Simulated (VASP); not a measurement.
ScAlC4N4, 10 atoms in the cell. The structure is monoclinic, space group C2/m (No. 12). The conventional cell has a = 8.234 Å, b = 10.330 Å, c = 4.117 Å, α = 90.00°, β = 102.30°, γ = 90.00°. Within 2.8 Å of Sc (site symmetry 2/m) lie 4 N at 2.12 Å. Within 2.5 Å of Al (site symmetry 2/m) lie 4 C at 1.87 Å. Within 1.6 Å of C (site symmetry 2) lie 1 N at 1.17 Å. C (site symmetry m) has 1 N at 1.17 Å within 1.6 Å. N (site symmetry 2) has 1 C at 1.17 Å within 1.6 Å. N (site symmetry m) has 1 C at 1.17 Å within 1.6 Å. 

```yaml
Program: VASP 6.6.1
Task: single point
Functional: PBE
Potentials_or_basis: VASP PAW PBE potentials, release 64 (Sc_sv, Al, C, N)
Cutoff: 520 eV
k_mesh: 4 × 4 × 4
Occupations: gaussian, width 0.1 eV
Spin: no spin polarisation
Dipole_correction: no
Further_INCAR_settings: ALGO = Normal; EDIFF = 1e-06; NBANDS = 36
```

Potentials or basis: VASP PAW PBE potentials, release 64 (Sc_sv, Al, C, N).

The run is started by

```console
$ cat potpaw_PBE.64/Sc_sv/POTCAR potpaw_PBE.64/Al/POTCAR potpaw_PBE.64/C/POTCAR potpaw_PBE.64/N/POTCAR > POTCAR
$ mpirun -np 1 vasp_std > vasp.out
```

Hardware: 1 thread of Intel(R) Xeon(R) 6975P-C (Granite Rapids), with other jobs on the host.

**Question.** Estimate the wall time of this run.

**Answer.** Wall time 75 s on 1 thread of Intel(R) Xeon(R) 6975P-C (Granite Rapids) (shared host), peak memory 0.35 GiB. Counts: scf iterations 16, k points 24.
